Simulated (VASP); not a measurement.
Runs of VASP 6.6.1 on CdInI3. The structure is that of space group Pm-3m (No. 221), or close to it. The cells are those of the table. 

| task | cell | k mesh | cutoff (eV) | gap on the mesh (eV) | pressure (GPa) | relaxed volume (Å³/atom) |
| --- | --- | --- | --- | --- | --- | --- |
| single point | a = 5.938 Å, 5 atoms | 4 × 4 × 4 | 520 | none | 0.3 | - |
| relaxation of cell and atoms | relaxed from a = 5.938 Å, 5 atoms | 6 × 6 × 6 | 600 | none | 0.0 | 42.37 |
| relaxation of cell and atoms | relaxed from a = 5.609 Å, 5 atoms | 4 × 4 × 4 | 600 | none | 0.0 | (a) |
| single point | a = 5.962 Å, 5 atoms | 6 × 6 × 6 | 520 | none | 0.0 | - |

Alike in all rows: level PBE; potentials or basis VASP PAW PBE potentials, release 64 (Cd, In_d, I); no spin polarisation; smearing gaussian 0.1 eV.

Question: Fill in the values left out.

Answer: (a) 42.54.

Caveats: spin-orbit coupling is left out, which moves the levels of the heavy elements; the volume moved by over 15 % at a fixed basis, so the end points are rough (some runs).

A k mesh can miss the band edges, and the runs leave out spin-orbit coupling on Cd, I, In.

A gap of «none» marks levels without a gap at the run's occupations.
